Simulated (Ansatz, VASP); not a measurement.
# In: VASP beside Ansatz

```
In
1.0
    -1.91607    1.91607    1.91607
     1.91607   -1.91607    1.91607
     1.91607    1.91607   -1.91607
In
1
Direct
  0.00000 0.00000 0.00000
```

Alike in both runs: task single point; functional PBEsol; k mesh 16 × 16 × 16; occupations gaussian, width 0.1 eV; no spin polarisation.

|  | VASP | Ansatz |
| --- | --- | --- |
| version | VASP 6.6.1 | Ansatz 0.2.0 |
| potentials or method | VASP PAW PBE potentials, release 64 (In_d), cutoff 520 eV | scalar-relativistic, plane waves, PAW |
| valence electrons in the cell | 13 | 13 |

|  | VASP | Ansatz | Ansatz less VASP |
| --- | --- | --- | --- |
| gap on the k mesh at the Fermi level (eV) | none | none | - |
| pressure (GPa) | -3.0 | -2.9 | +0.04 |

VASP's potentials were made for PBE, not for PBEsol. A gap of «none» marks a metal or a gap that the smearing closes.
